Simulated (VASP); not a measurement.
Here is a VASP 6.6.1 calculation.

The input INCAR:

```
PREC = Accurate
ENCUT = 520
EDIFF = 1E-6
ISMEAR = -1
SIGMA = 0.01
LREAL = False
LASPH = True
NELM = 150
ALGO = Normal
ISIF = 2
LWAVE = False
LCHARG = False
ISPIN = 2
MAGMOM = 0.5 0.5 0 0
LORBIT = 11
GGA = PE
NBANDS = 30
```

KPOINTS

```
Automatic mesh
0
Gamma
  7 7 4
```

File POSCAR:

```
CdSe
1.0
    4.3284776511      0.0000000000      0.0000000000
   -2.1642388256      3.7485716056      0.0000000000
    0.0000000000      0.0000000000      7.0664914211
Cd Se
2 2
Direct
    0.6666666667      0.3333333333      0.5000000000
    0.3333333333      0.6666666667      0.0000000000
    0.6666666667      0.3333333333      0.8850000000
    0.3333333333      0.6666666667      0.3850000000
```

Potentials or basis: VASP PAW PBE potentials, release 64 (Cd, Se).

Run with:

```console
$ cat potpaw_PBE.64/Cd/POTCAR potpaw_PBE.64/Se/POTCAR > POTCAR
$ mpirun -np 1 vasp_std > vasp.out
```

**Question.** Estimate the band gap on the k mesh.

**Answer.** 0.66 eV.

**Question.** What does it give for the net moment?

**Answer.** 0.00 μB per cell.

**Question.** Estimate the largest force.

**Answer.** 0.271 eV/Å.

**Question.** Predict the pressure.

**Answer.** 2.2 GPa.

Stress tensor (GPa, compression positive):
```
2.83 0.00 0.00
0.00 2.83 0.00
0.00 0.00 0.97
```

Caveat: semilocal functionals underestimate gaps, and a narrow one can read as zero.
